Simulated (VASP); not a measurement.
Ni, 1 atom in the cell. Symmetry: I4/mmm, No. 139, tetragonal system. Conventional cell: a = 3.042 Å, b = 3.042 Å, c = 2.373 Å, α = 90.00°, β = 90.00°, γ = 90.00°. Within 3.1 Å of Ni (site symmetry 4/mmm) lie 14 Ni at 2.37 to 3.04 Å.  This cell differs from its parent crystal: ratio of the length along z to the lengths across it x 0.78, volume and fractional coordinates fixed.

- Program: VASP 6.6.1
- Task: single point
- Functional: PBE
- Potentials or basis: VASP PAW PBE potentials, release 64 (Ni)
- Cutoff: 520 eV
- k mesh: 34 × 34 × 34
- Occupations: gaussian, width 0.15 eV
- Spin: collinear spin, ferromagnetic start
- Starting moments: [0.64] μB
- Dipole correction: no
- Further INCAR settings: ALGO = Normal; EDIFF = 1e-07; NBANDS = 15

Potentials or basis: VASP PAW PBE potentials, release 64 (Ni).

The run is started by

```sh
$ cat potpaw_PBE.64/Ni/POTCAR > POTCAR
$ mpirun -np 1 vasp_std > vasp.out
```

Hardware: 1 thread of Oxide Virtual Turin-like Processor (shared host).

Question: Estimate the wall time of this run.

Answer: Wall time 23 min on 1 thread of Oxide Virtual Turin-like Processor, on a shared host, peak memory 0.69 GiB. Counts: scf iterations 14, k points 2844.
